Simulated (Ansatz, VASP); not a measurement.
## One calculation of Bi2Se3, two programs

Contents of INCAR:

```
PREC     = Accurate       # precision mode
ENCUT    = 520            # plane-wave cutoff, eV
EDIFF    = 1E-7           # SCF threshold, eV
ISMEAR   = -1             # smearing method
SIGMA    = 0.03           # smearing width, eV
LREAL    = F              # projectors in reciprocal space
LASPH    = T              # aspherical terms in the spheres
NELM     = 80             # most SCF steps
ALGO     = Normal         # electronic algorithm
ISIF     = 2              # what is computed and relaxed
LWAVE    = F              # write WAVECAR
LCHARG   = F              # write CHGCAR
GGA      = PE             # functional
NBANDS   = 32             # bands
```

File KPOINTS:

```
regular mesh
0
Gamma
  6 6 6
```

The input POSCAR:

```
Bi2Se3
1.0
    2.0300693109      1.1720610631      9.5453300000
   -2.0300693109      1.1720610631      9.5453300000
    0.0000000000     -2.3441221262      9.5453300000
Bi Se
2 3
Direct
    0.4008000000      0.4008000000      0.4008000000
    0.5992000000      0.5992000000      0.5992000000
    0.0000000000      0.0000000000      0.0000000000
    0.2117000000      0.2117000000      0.2117000000
    0.7883000000      0.7883000000      0.7883000000
```

Input for Ansatz:

```yaml
crystal:
  lattice:
    - [2.0300693109, 1.1720610631, 9.54533]
    - [-2.0300693109, 1.1720610631, 9.54533]
    - [0.0, -2.3441221262, 9.54533]
  atoms:
    - { symbol: Bi, position: [0.4008, 0.4008, 0.4008] }
    - { symbol: Bi, position: [0.5992, 0.5992, 0.5992] }
    - { symbol: Se, position: [0.0, 0.0, 0.0] }
    - { symbol: Se, position: [0.2117, 0.2117, 0.2117] }
    - { symbol: Se, position: [0.7883, 0.7883, 0.7883] }
kpoints:
  mp_grid: { grid: [6, 6, 6] }
  band_path:
    path:
      - [0.0, 0.0, 0.0]
      - [0.5, 0.5, 0.5]
      - [0.8232819156, 0.1767180844, 0.5]
      - [0.5, -0.1767180844, 0.1767180844]
      - [0.5, 0.0, 0.0]
      - [0.0, 0.0, 0.0]
      - [0.3383590422, -0.3383590422, 0.0]
      - [0.6616409578, 0.0, 0.3383590422]
      - [0.5, 0.0, 0.5]
    npoints: 5
scf:
  occupations: { method: fermi_dirac, width: 0.03 }
hamiltonian:
  xc: pbe
  pseudopotentials: { kind: all_electron, lapw: { basis_error: 0.0005 } }
output:
  forces: true
  stress: true
  eigenvalues: true
```

Change from the starting cell: equal xx and yy strain of -2 %.

Alike in both runs: task single point; functional PBE; k mesh 6 × 6 × 6; occupations fermi-dirac, width 0.03 eV; no spin polarisation.

```csv
,VASP,Ansatz
version,VASP 6.6.1,Ansatz 0.2.0
potentials or method,"VASP PAW PBE potentials, release 64 (Bi_d, Se), cutoff 520 eV","all-electron LAPW, scalar-relativistic"
```

VASP gave:

| Item | Value |
| --- | --- |
| pressure (GPa) | 5.6 |
| traceless stress, the component that is largest in VASP (GPa) | -0.54 |
| rms of the force components (eV/Å) | 0.219 |

Task: What did Ansatz give for the same quantities?

Result: Pressure (GPa): 5.5; traceless stress, the component that is largest in VASP (GPa): -0.54; rms of the force components (eV/Å): 0.212.

Atom by atom the forces differ by 0.007 eV/Å (rms over components). Ansatz ran all-electron here, and VASP with PAW potentials.

Neither program's run includes spin-orbit coupling.
